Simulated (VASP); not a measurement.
# MgCd2SO2 (I4/mmm) in VASP: single point with PBE

Aim: the single point of MgCd2SO2 with PBE.

Program: VASP 6.6.1. These are calculated values, not measurements. Logs are shortened: lines on timing, memory, paths and dates and some standing lists are left out, and cuts for length are marked.

## 1. The cell of the first run

It takes space group I4/mmm (No. 139, tetragonal). Conventional cell: a = 4.258 Å, b = 4.258 Å, c = 10.926 Å, α = 90.00°, β = 90.00°, γ = 90.00°. Within 2.6 Å of Mg (site symmetry 4/mmm) lie 2 O at 1.95 Å. Within 3.1 Å of Cd (site symmetry -4m2) lie 4 O at 2.27 Å and 4 Cd at 3.01 Å. Within 4.0 Å of S (site symmetry 4/mmm) lie 4 Mg at 3.01 Å and 8 Cd at 3.46 Å and 10 O at 3.52 to 3.59 Å. O (site symmetry 4mm) has 1 Mg at 1.95 Å and 4 Cd at 2.27 Å within 2.6 Å.

The cell was generated, and may not be a known phase.

## 2. Single point, PBE

Input file INCAR:

```
SYSTEM = MgCd2SO2
ALGO = Normal
EDIFF = 1E-6
ENCUT = 840
GGA = PE
GGA_COMPAT = .FALSE.
ISIF = 2
ISMEAR = 0
LASPH = .TRUE.
LCHARG = .TRUE.
LELF = .TRUE.
LREAL = .FALSE.
LVHAR = .TRUE.
LWAVE = .FALSE.
NBANDS = 43
NELM = 120
PREC = Accurate
SIGMA = 0.1
```

Input file KPOINTS:

```
k-points
0
G
  4 4 4
  0 0 0
```

Input file POSCAR:

```
MgCd2SO2
1.0
   -2.1291549726      2.1291549726      5.4631669211
    2.1291549726     -2.1291549726      5.4631669211
    2.1291549726      2.1291549726     -5.4631669211
Mg Cd S O
1 2 1 2
Direct
    0.5000000000      0.5000000000      0.0000000000
    0.7500000000      0.2500000000      0.5000000000
    0.2500000000      0.7500000000      0.5000000000
    0.0000000000      0.0000000000      0.0000000000
    0.3217536966      0.3217536966      0.0000000000
    0.6782463034      0.6782463034      0.0000000000
```

Potentials or basis: VASP PAW PBE potentials, release 64 (Mg_sv, Cd_sv_GW, S, O).

Launch:

```bash
> cat potpaw_PBE.64/Mg_sv/POTCAR potpaw_PBE.64/Cd_sv_GW/POTCAR potpaw_PBE.64/S/POTCAR potpaw_PBE.64/O/POTCAR > POTCAR
> mpirun -np 1 vasp_std > vasp.out
```

OUTCAR:

```text
SYSTEM = MgCd2SO2
   EDIFF = 1E-6
   ENCUT = 840
   GGA = PE
   ISIF = 2
   ISMEAR = 0
   LASPH = .TRUE.
   LREAL = .FALSE.
   NELM = 120
   PREC = Accurate

 ion  position               nearest neighbor table
   1  0.500  0.500  0.000-   5 1.95   6 1.95
   2  0.750  0.250  0.500-   5 2.27   6 2.27   5 2.27   6 2.27
   3  0.250  0.750  0.500-   5 2.27   6 2.27   5 2.27   6 2.27
   4  0.000  0.000  0.000-
   5  0.322  0.322  0.000-   1 1.95   2 2.27   3 2.27   3 2.27   2 2.27
   6  0.678  0.678  0.000-   1 1.95   2 2.27   3 2.27   2 2.27   3 2.27

  LATTYP: Found a body centered tetragonal cell.
 ALAT       =     4.2583099452
 C/A-ratio  =     2.5658850537

  Lattice vectors:

 A1 = (  -2.1291549726,   2.1291549726,   5.4631669211)
 A2 = (   2.1291549726,  -2.1291549726,   5.4631669211)
 A3 = (   2.1291549726,   2.1291549726,  -5.4631669211)

Analysis of symmetry for initial positions (statically):
=====================================================================
 Subroutine PRICEL returns:
 Original cell was already a primitive cell.

 Routine SETGRP: Setting up the symmetry group for a
 body centered tetragonal supercell.

 Subroutine GETGRP returns: Found 16 space group operations
 (whereof 16 operations were pure point group operations)
 out of a pool of 16 trial point group operations.

The static configuration has the point symmetry D_4h.

Analysis of symmetry for dynamics (positions and initial velocities):
=====================================================================
 Subroutine PRICEL returns:
 Original cell was already a primitive cell.

 Routine SETGRP: Setting up the symmetry group for a
 body centered tetragonal supercell.

 Subroutine GETGRP returns: Found 16 space group operations
 (whereof 16 operations were pure point group operations)
 out of a pool of 16 trial point group operations.

The dynamic configuration has the point symmetry D_4h.

 Subroutine INISYM returns: Found 16 space group operations
 (whereof 16 operations are pure point group operations),
 and found     1 'primitive' translations

----------------------------------------------------------------------------------------

                                     Primitive cell

  volume of cell :      99.0647

  direct lattice vectors                    reciprocal lattice vectors
    -2.129154973  2.129154973  5.463166921     0.000000000  0.234834949  0.091522007
     2.129154973 -2.129154973  5.463166921     0.234834949  0.000000000  0.091522007
     2.129154973  2.129154973 -5.463166921     0.234834949  0.234834949  0.000000000

  length of vectors
     6.238012071  6.238012071  6.238012071     0.252039146  0.252039146  0.332106770

  position of ions in fractional coordinates (direct lattice)
     0.500000000  0.500000000  0.000000000
     0.750000000  0.250000000  0.500000000
     0.250000000  0.750000000  0.500000000
     0.000000000  0.000000000  0.000000000
     0.321753697  0.321753697  0.000000000
     0.678246303  0.678246303  0.000000000

  ion indices of the primitive-cell ions
   primitive index   ion index
                 1           1
                 2           2
                 3           3
                 4           4
                 5           5
                 6           6

----------------------------------------------------------------------------------------

 KPOINTS: k-points

Automatic generation of k-mesh.
 Grid dimensions read from file:
 generate k-points for:    4    4    4

 Generating k-lattice:

  Cartesian coordinates                     Fractional coordinates (reciprocal lattice)
     0.000000000  0.058708737  0.022880502     0.250000000  0.000000000  0.000000000
     0.058708737  0.000000000  0.022880502     0.000000000  0.250000000  0.000000000
     0.058708737  0.058708737  0.000000000     0.000000000  0.000000000  0.250000000

  Length of vectors
     0.063009787  0.063009787  0.083026693

  Shift w.r.t. Gamma in fractional coordinates (k-lattice)
     0.000000000  0.000000000  0.000000000

 Subroutine IBZKPT returns following result:
 ===========================================

 Found     13 irreducible k-points:

 Following reciprocal coordinates:
            Coordinates               Weight
  0.000000  0.000000  0.000000      1.000000
  0.250000  0.000000 -0.000000      8.000000
  0.500000  0.000000 -0.000000      4.000000
  0.250000  0.250000 -0.000000      8.000000
  0.500000  0.250000 -0.000000     16.000000
 -0.250000  0.250000  0.000000      4.000000
  0.500000  0.500000 -0.000000      2.000000
  0.250000  0.250000  0.250000      2.000000
 -0.250000  0.250000  0.250000      4.000000
  0.500000  0.500000  0.250000      4.000000
 -0.250000  0.500000  0.250000      8.000000
 -0.250000 -0.250000  0.250000      2.000000
  0.500000  0.500000  0.500000      1.000000
   k-points           NKPTS =     13   k-points in BZ     NKDIM =     13   number of bands    NBANDS=     43
   number of dos      NEDOS =    301   number of ions     NIONS =      6
   total plane-waves  NPLWV = 216000
   dimension x,y,z NGX =    60 NGY =   60 NGZ =   60
   dimension x,y,z NGXF=   120 NGYF=  120 NGZF=  120
   ions per type =               1   2   1   2
   NGX,Y,Z   is equivalent  to a cutoff of  15.99, 15.99, 15.99 a.u.
   NGXF,Y,Z  is equivalent  to a cutoff of  31.98, 31.98, 31.98 a.u.
 SYSTEM =  MgCd2SO2
   PREC   = accura    normal or accurate (medium, high low for compatibility)
   ISTART =      0    job   : 0-new  1-cont  2-samecut
   ICHARG =      2    charge: 1-file 2-atom 10-const
   ISPIN  =      1    spin polarized calculation?
   LNONCOLLINEAR =      F non collinear calculations
   LSORBIT =      F    spin-orbit coupling
   LASPH  =      T    aspherical Exc in radial PAW
   ENCUT  =  840.0 eV  61.74 Ry    7.86 a.u.  14.74 14.74 14.74*2*pi/ulx,y,z
   NELM   =    120;   NELMIN=  2; NELMDL= -5     # of ELM steps
   EDIFF  = 0.1E-05   stopping-criterion for ELM
   LREAL  =      F    real-space projection
   EDIFFG = 0.1E-04   stopping-criterion for IOM
   NSW    =      0    number of steps for IOM
   IBRION =     -1    ionic relax: 0-MD 1-quasi-New 2-CG
   NFREE  =      0    steps in history (QN), initial steepest desc. (CG)
   ISIF   =      2    stress and relaxation
   ISYM   =      2    0-nonsym 1-usesym 2-fastsym
   POTIM  = 0.5000    time-step for ionic-motion
   TEBEG  =    0.0;   TEEND  =   0.0 temperature during run
   PSTRESS=    0.0 pullay stress
   NELECT =      68.0000    total number of electrons
   NUPDOWN=      -1.0000    fix difference up-down
   EMIN   =  10.00;   EMAX   =-10.00  energy-range for DOS
   EFERMI =   0.00;   METHOD = LEGACY
   ISMEAR =     0;   SIGMA  =   0.10  broadening in eV -4-tet -1-fermi 0-gaus
   EFERMI_NEDOS =   21; number of points for ismear=-14 and -15
   IALGO  =     38    algorithm
   IMIX   =      4    mixing-type and parameters
     AMIX     =   0.40;   BMIX     =  1.00
     AMIX_MAG =   1.60;   BMIX_MAG =  1.00
  volume/ion in A,a.u.               =      16.51       111.42
  Fermi-wavevector in a.u.,A,eV,Ry     =   1.444125  2.729001 28.374911  2.085497
  Thomas-Fermi vector in A             =   2.562455
   LORBIT       =      0    0 simple, 1 ext, 2 COOP (PROOUT), +10 PAW based schemes
   GGA     = PE    functional components
   LHFCALC =     F    Hartree Fock is set to
   AEXX    =    0.0000 exact exchange contribution
   IVDW    =     0    specifies the selected vdW correction
   LEPSILON=     F    determine dielectric tensor
   LRPA    =     F    only Hartree local field effects (RPA)
 non-spin polarized calculation
 Gauss-broadening in eV      SIGMA  =   0.10
  energy-cutoff  :      840.00
  volume of cell :       99.06
 maximum number of plane-waves:      5504
 NGX is ok and might be reduce to    60
   NGX = 29   NGY = 29   NGZ = 29

 number of electron      68.0000000 magnetization

 Free energy of the ion-electron system (eV)
  ---------------------------------------------------
  ext. energy  EPLUGINS =         0.00000000
  ---------------------------------------------------
  free energy    TOTEN  =       -23.76317917 eV

  energy without entropy =      -23.76157697  energy(sigma->0) =      -23.76237807

 E-fermi :   3.5090     XC(G=0): -10.3594

 val. band max:        3.3406709069   @ k =  -0.2500   0.2500   0.2500
 cond. band min:       3.5786896787   @ k =   0.0000   0.0000   0.0000
 fundamental gap:      0.2380187718
 Fermi energy:         3.5089817806

 k-point     1 :       0.0000    0.0000    0.0000
  band No.  band energies     occupation
      1     -97.8586      2.00000
      2     -97.8551      2.00000
      3     -70.8516      2.00000
      4     -58.9935      2.00000
      5     -58.9885      2.00000
      6     -58.9304      2.00000
[... 35 lines left out ...]
     42      13.5708      0.00000
     43      13.6051      0.00000

 k-point     2 :       0.2500    0.0000   -0.0000
  band No.  band energies     occupation
      1     -97.8580      2.00000
      2     -97.8556      2.00000
      3     -70.8515      2.00000
      4     -58.9928      2.00000
      5     -58.9892      2.00000
      6     -58.9263      2.00000
[... 35 lines left out ...]
     42      12.2014      0.00000
     43      12.8945      0.00000

 k-point     3 :       0.5000    0.0000   -0.0000
  band No.  band energies     occupation
      1     -97.8568      2.00000
      2     -97.8568      2.00000
      3     -70.8515      2.00000
      4     -58.9910      2.00000
      5     -58.9910      2.00000
      6     -58.9160      2.00000
[... 35 lines left out ...]
     42      11.8851      0.00000
     43      13.3067      0.00000

 k-point     4 :       0.2500    0.2500   -0.0000
  band No.  band energies     occupation
      1     -97.8577      2.00000
      2     -97.8559      2.00000
      3     -70.8515      2.00000
      4     -58.9922      2.00000
      5     -58.9897      2.00000
      6     -58.9320      2.00000
[... 357 lines left out ...]
     42      12.1800      0.00000
     43      12.6249      0.00000

 k-point    12 :      -0.2500   -0.2500    0.2500
  band No.  band energies     occupation
      1     -97.8586      2.00000
      2     -97.8551      2.00000
      3     -70.8515      2.00000
      4     -58.9935      2.00000
      5     -58.9885      2.00000
      6     -58.9304      2.00000
[... 35 lines left out ...]
     42      13.6173      0.00000
     43      13.6367      0.00000

 k-point    13 :       0.5000    0.5000    0.5000
  band No.  band energies     occupation
      1     -97.8586      2.00000
      2     -97.8551      2.00000
      3     -70.8514      2.00000
      4     -58.9935      2.00000
      5     -58.9885      2.00000
      6     -58.9304      2.00000
[... 35 lines left out ...]
     42      12.2957      0.00000
     43      12.8424      0.00000

------------------------ aborting loop because EDIFF is reached ----------------------------------------

  FORCE on cell =-STRESS in cart. coord.  units (eV):
  Direction    XX          YY          ZZ          XY          YZ          ZX
  --------------------------------------------------------------------------------------
  -------------------------------------------------------------------------------------
  Total       -0.0523731     -0.0523731      0.2160482      0.0000000     -0.0000000     -0.0000000
  in kB       -0.8470327     -0.8470327      3.4941557      0.0000000     -0.0000000     -0.0000000
  external PRESSURE =       0.6000301 kB  Pullay stress =       0.0000000 kB

 VOLUME and BASIS-vectors are now :
 -----------------------------------------------------------------------------
  energy-cutoff  :      840.00
  volume of cell :       99.06
      direct lattice vectors                 reciprocal lattice vectors
    -2.129154973  2.129154973  5.463166921     0.000000000  0.234834949  0.091522007
     2.129154973 -2.129154973  5.463166921     0.234834949  0.000000000  0.091522007
     2.129154973  2.129154973 -5.463166921     0.234834949  0.234834949  0.000000000

 POSITION                                       TOTAL-FORCE (eV/Angst)
 -----------------------------------------------------------------------------------
      0.00000      0.00000      5.46317         0.000000      0.000000      0.000000
      0.00000      2.12915      2.73158         0.000000      0.000000      0.000000
      2.12915      0.00000      2.73158         0.000000      0.000000      0.000000
      0.00000      0.00000      0.00000         0.000000      0.000000     -0.000000
      0.00000      0.00000      3.51559        -0.000000     -0.000000     -0.021271
      0.00000      0.00000      7.41075        -0.000000     -0.000000      0.021271
 -----------------------------------------------------------------------------------
    total drift:                               -0.000000     -0.000000      0.000000

  FREE ENERGIE OF THE ION-ELECTRON SYSTEM (eV)
  ---------------------------------------------------
  free  energy   TOTEN  =       -23.7631791651 eV

  energy  without entropy=      -23.7615769698  energy(sigma->0) =      -23.76237807
```

Run time: 5.3 min. Hardware: 1 thread of AMD EPYC 7R13 (Zen 3), shared host; peak memory 0.55 GiB.

What came out:

- Free energy: -23.7632 eV
- Pressure: 0.1 GPa
- Largest force: 0.021 eV/Å
- Band gap on the k mesh: 0.24 eV (least direct gap 0.39 eV)

Forces on the atoms (eV/Å):
```
Mg   0.000  0.000  0.000
Cd   0.000  0.000  0.000
Cd   0.000  0.000  0.000
S    0.000  0.000  0.000
O    0.000  0.000 -0.021
O    0.000  0.000  0.021
```

Caveat: semilocal functionals underestimate gaps, and a narrow one can read as zero.
